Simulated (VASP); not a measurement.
# Os (Pm-3m) in VASP: further runs, part 2 of 2

VASP 6.6.1. Earlier steps stand in the parts before.

**4. Single point, LDA (volume scaled by 0.92)**

INCAR reads:

```
SYSTEM = Os
  PREC = Accurate
  ENCUT = 520
  EDIFF = 1E-6
  ISMEAR = -1
  SIGMA = 0.1
  LREAL = .FALSE.
  LASPH = .TRUE.
  NELM = 100
  ALGO = Normal
  ISIF = 2
  LWAVE = .FALSE.
  LCHARG = .FALSE.
  GGA = CA
  NBANDS = 10
```

KPOINTS reads:

```
Automatic mesh
0
G
  14 14 14
  0 0 0
```

POSCAR reads:

```
Os
1.0
    2.4480810906      0.0000000000      0.0000000000
    0.0000000000      2.4480810906      0.0000000000
    0.0000000000      0.0000000000      2.4480810906
Os
1
Direct
    0.0000000000      0.0000000000      0.0000000000
```

Potentials or basis: VASP PAW LDA potentials, release 64 (Os).

The run is started by

```
$ cat potpaw_LDA.64/Os/POTCAR > POTCAR
$ mpirun -np 1 vasp_std > vasp.out
```

OUTCAR:

```text
SYSTEM = Os
   PREC = Accurate
   ENCUT = 520
   EDIFF = 1E-6
   ISMEAR = -1
   LREAL = .FALSE.
   LASPH = .TRUE.
   NELM = 100
   ISIF = 2
   GGA = CA

 ion  position               nearest neighbor table
   1  0.000  0.000  0.000-

  LATTYP: Found a simple cubic cell.
 ALAT       =     2.4480810906

  Lattice vectors:

 A1 = (   2.4480810906,   0.0000000000,   0.0000000000)
 A2 = (   0.0000000000,   2.4480810906,   0.0000000000)
 A3 = (   0.0000000000,   0.0000000000,   2.4480810906)

Analysis of symmetry for initial positions (statically):
=====================================================================
 Subroutine PRICEL returns:
 Original cell was already a primitive cell.

 Routine SETGRP: Setting up the symmetry group for a
 simple cubic supercell.

 Subroutine GETGRP returns: Found 48 space group operations
 (whereof 48 operations were pure point group operations)
 out of a pool of 48 trial point group operations.

The static configuration has the point symmetry O_h .

Analysis of symmetry for dynamics (positions and initial velocities):
=====================================================================
 Subroutine PRICEL returns:
 Original cell was already a primitive cell.

 Routine SETGRP: Setting up the symmetry group for a
 simple cubic supercell.

 Subroutine GETGRP returns: Found 48 space group operations
 (whereof 48 operations were pure point group operations)
 out of a pool of 48 trial point group operations.

The dynamic configuration has the point symmetry O_h .

 Subroutine INISYM returns: Found 48 space group operations
 (whereof 48 operations are pure point group operations),
 and found     1 'primitive' translations

----------------------------------------------------------------------------------------

                                     Primitive cell

[... 104 lines left out ...]
   EFERMI_NEDOS =   21; number of points for ismear=-14 and -15
   IALGO  =     38    algorithm
   IMIX   =      4    mixing-type and parameters
     AMIX     =   0.40;   BMIX     =  1.00
     AMIX_MAG =   1.60;   BMIX_MAG =  1.00
  volume/ion in A,a.u.               =      14.67        99.01
  Fermi-wavevector in a.u.,A,eV,Ry     =   1.337455  2.527423 24.337892  1.788785
  Thomas-Fermi vector in A             =   2.466002
   LORBIT       =      0    0 simple, 1 ext, 2 COOP (PROOUT), +10 PAW based schemes
   GGA     = CA    functional components
   LHFCALC =     F    Hartree Fock is set to
   AEXX    =    0.0000 exact exchange contribution
   IVDW    =     0    specifies the selected vdW correction
   LEPSILON=     F    determine dielectric tensor
   LRPA    =     F    only Hartree local field effects (RPA)
 non-spin polarized calculation
  energy-cutoff  :      520.00
  volume of cell :       14.67
 maximum number of plane-waves:       407
   NGX =  9   NGY =  9   NGZ =  9

 number of electron       7.9999998 magnetization

 Free energy of the ion-electron system (eV)
  ---------------------------------------------------
  ext. energy  EPLUGINS =         0.00000000
  ---------------------------------------------------
  free energy    TOTEN  =       -10.96173118 eV

  energy without entropy =      -10.91560575  energy(sigma->0) =      -10.93866846

 E-fermi :   8.9122     XC(G=0): -13.7437

 val. band max:        8.9071518596   @ k =   0.4286   0.4286   0.2857
 cond. band min:       8.9454756099   @ k =   0.2857   0.1429   0.0714
 fundamental gap:      0.0383237503
 Fermi energy:         8.9121794564

 k-point     1 :       0.0000    0.0000    0.0000
  band No.  band energies     occupation
      1      -1.5808      2.00000
      2       1.8478      2.00000
      3       1.8478      2.00000
      4      11.7064      0.00000
      5      11.7064      0.00000
      6      11.7064      0.00000
      7      25.3915      0.00000
      8      25.3915      0.00000
      9      25.3915      0.00000
     10      32.2145      0.00000
[... 287 lines left out ...]
 k-point    24 :       0.3571    0.2143    0.0000
  band No.  band energies     occupation
      1       2.2006      2.00000
      2       3.6933      2.00000
      3       5.5949      2.00000
      4       8.5485      1.94867
      5       9.1419      0.18271
      6      10.3668      0.00000
      7      18.8852      0.00000
      8      24.9121      0.00000
      9      28.0370      0.00000
     10      33.7058      0.00000

 [... further k-points ...]
[... 5 lines left out ...]
  --------------------------------------------------------------------------------------
  -------------------------------------------------------------------------------------
  Total        2.9499335      2.9499335      2.9499335      0.0000000      0.0000000      0.0000000
  in kB      322.1405565    322.1405565    322.1405565      0.0000000      0.0000000      0.0000000
  external PRESSURE =     322.1405565 kB  Pullay stress =       0.0000000 kB

 VOLUME and BASIS-vectors are now :
 -----------------------------------------------------------------------------
  energy-cutoff  :      520.00
  volume of cell :       14.67
      direct lattice vectors                 reciprocal lattice vectors
     2.448081091  0.000000000  0.000000000     0.408483201  0.000000000  0.000000000
     0.000000000  2.448081091  0.000000000     0.000000000  0.408483201  0.000000000
     0.000000000  0.000000000  2.448081091     0.000000000  0.000000000  0.408483201

 POSITION                                       TOTAL-FORCE (eV/Angst)
 -----------------------------------------------------------------------------------
      0.00000      0.00000      0.00000         0.000000      0.000000      0.000000
 -----------------------------------------------------------------------------------
    total drift:                                0.000000      0.000000      0.000000

  FREE ENERGIE OF THE ION-ELECTRON SYSTEM (eV)
  ---------------------------------------------------
  free  energy   TOTEN  =       -10.9617311750 eV

  energy  without entropy=      -10.9156057493  energy(sigma->0) =      -10.93866846
```

OSZICAR:

```text
N       E                     dE             d eps       ncg     rms          rms(c)
DAV:   1     0.360197716551E+02    0.36020E+02   -0.43237E+03  2464   0.746E+02
DAV:   2    -0.103028469965E+02   -0.46323E+02   -0.43931E+02  2494   0.199E+02
DAV:   3    -0.114270210734E+02   -0.11242E+01   -0.11170E+01  2838   0.284E+01
DAV:   4    -0.114298184095E+02   -0.27973E-02   -0.27969E-02  2714   0.164E+00
DAV:   5    -0.114298272315E+02   -0.88220E-05   -0.88215E-05  2698   0.817E-02    0.227E+01
DAV:   6    -0.110713821761E+02    0.35845E+00   -0.40389E-01  3088   0.463E+00    0.113E+01
DAV:   7    -0.109662698711E+02    0.10511E+00   -0.25734E-01  3132   0.353E+00    0.119E+00
DAV:   8    -0.109619583288E+02    0.43115E-02   -0.78187E-03  2584   0.819E-01    0.207E-01
DAV:   9    -0.109617324060E+02    0.22592E-03   -0.16249E-04  2608   0.124E-01    0.327E-02
DAV:  10    -0.109617310973E+02    0.13087E-05   -0.31941E-06  2692   0.258E-02    0.290E-03
DAV:  11    -0.109617311750E+02   -0.77763E-07   -0.16082E-07  1440   0.281E-03
   1 F= -.10961731E+02 E0= -.10938668E+02  d E =-.461254E-01
```

stdout:

```text
POSCAR found type information on POSCAR Os
 POSCAR found :  1 types and       1 ions
 scaLAPACK will be used
 LDA part: xc-table for (Slater(with rela. corr.)+CA(PZ))
 , standard interpolation
 POSCAR, INCAR and KPOINTS ok, starting setup
 FFT: planning ... GRIDC
 FFT: planning ... GRID_SOFT
 FFT: planning ... GRID
 WAVECAR not read
 entering main loop
```

It took 4.6 s on 1 thread of Intel Xeon 6975P-C (Granite Rapids), shared host; peak memory 0.12 GiB.

Results:

| Property | Result |
| --- | --- |
| Free energy | -10.9617 eV |
| Pressure | 32.2 GPa |
| Band gap on the k mesh | zero (band 4 reaches 14.94 eV, above the bottom of band 5 at 7.68 eV) |

Caveat: spin-orbit coupling is left out, which moves the levels of the heavy elements.

**5. Single point, LDA (volume scaled by 0.96)**

INCAR reads:

```
PREC = Accurate
ENCUT = 520
EDIFF = 1E-7
ISMEAR = -1
SIGMA = 0.1
LREAL = F
LASPH = T
NELM = 60
ALGO = Normal
ISIF = 2
LWAVE = F
LCHARG = F
NBANDS = 10
```

KPOINTS reads:

```
regular mesh
0
Gamma
  14 14 14
```

POSCAR reads:

```
Os
1.0
    2.4830584033      0.0000000000      0.0000000000
    0.0000000000      2.4830584033      0.0000000000
    0.0000000000      0.0000000000      2.4830584033
Os
1
Direct
    0.0000000000      0.0000000000      0.0000000000
```

The run is started by

```
$ cat potpaw_LDA.64/Os/POTCAR > POTCAR
$ mpirun -np 1 vasp_std > vasp.out
```

Wall time 4.5 s (1 thread of Intel Xeon 6975P-C (Granite Rapids), shared host); peak memory 0.12 GiB.

Results (log left out):

```
Free energy            : -11.0544 eV
Pressure               : 14.6 GPa
Band gap on the k mesh : zero (band 4 reaches 13.91 eV, above the bottom of band 5 at 7.14 eV)
```

Levels at points of the mesh, in eV from the Fermi level:
| k point | band 1 | band 2 | band 3 | band 4 | band 5 | band 6 | band 7 | band 8 | band 9 |
| --- | --- | --- | --- | --- | --- | --- | --- | --- | --- |
| (0.00, 0.00, 0.00) | -10.12 | -6.67 | -6.67 | 2.61 | 2.61 | 2.61 | 16.16 | 16.16 | 16.16 |
| (0.50, 0.00, 0.00) | -6.74 | -5.72 | -1.30 | -1.14 | -1.14 | 3.00 | 8.04 | 15.82 | 20.80 |
| (0.50, 0.50, 0.00) | -7.55 | -4.97 | -0.41 | -0.41 | 4.81 | 4.81 | 5.36 | 14.26 | 15.46 |
| (0.50, 0.50, 0.50) | -5.94 | -5.94 | -5.94 | 5.63 | 5.63 | 8.20 | 12.21 | 12.21 | 12.21 |

Caveat: spin-orbit coupling is left out, which moves the levels of the heavy elements.

**6. Overview**

```tsv
cell	k mesh	gap on the mesh (eV)	pressure (GPa)
a = 2.517 Å, 1 atom	13 × 13 × 13	none	0.0
a = 2.412 Å, 1 atom	14 × 14 × 14	none	54.2
a = 2.448 Å, 1 atom	14 × 14 × 14	none	32.2
a = 2.483 Å, 1 atom	14 × 14 × 14	none	14.6
```

Alike in all rows: task single point; level LDA; potentials or basis VASP PAW LDA potentials, release 64 (Os); no spin polarisation; cutoff (eV) 520; smearing fermi-dirac 0.1 eV.

Caveats: spin-orbit coupling is left out, which moves the levels of the heavy elements.

Absolute energies hang on the potentials; compare differences alone.
